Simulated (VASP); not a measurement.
A run of VASP 6.6.1 is set up as follows.

File INCAR:

```
SYSTEM = CaO
  PREC = Accurate
  ENCUT = 520
  EDIFF = 1E-7
  ISMEAR = -1
  SIGMA = 0.1
  LREAL = .False.
  LASPH = .True.
  NELM = 60
  ALGO = Normal
  ISIF = 2
  LWAVE = .False.
  LCHARG = .False.
  GGA = PS
  NBANDS = 15
```

Contents of KPOINTS:

```
regular mesh
0
Gamma
  6 6 6
  0 0 0
```

File POSCAR:

```
CaO
1.0
    0.0000000000      2.5075760000      2.5075760000
    2.5075760000      0.0000000000      2.5075760000
    2.5075760000      2.5075760000      0.0000000000
Ca O
1 1
Direct
    0.0000000000      0.0000000000      0.0000000000
    0.5000000000      0.5000000000      0.5000000000
```

Potentials or basis: VASP PAW PBE potentials, release 64 (Ca_sv, O).

Run with:

```sh
$ cat potpaw_PBE.64/Ca_sv/POTCAR potpaw_PBE.64/O/POTCAR > POTCAR
$ mpirun -np 1 vasp_std > vasp.out
```

(1) What does it give for the pressure?

(2) What does it give for the band gap on the k mesh?

Answers

(1) -12.3 GPa.

(2) 3.55 eV, indirect (least direct gap 3.62 eV).

Caveat: the PAW data sets were made with another functional, which shifts forces and pressure a little.
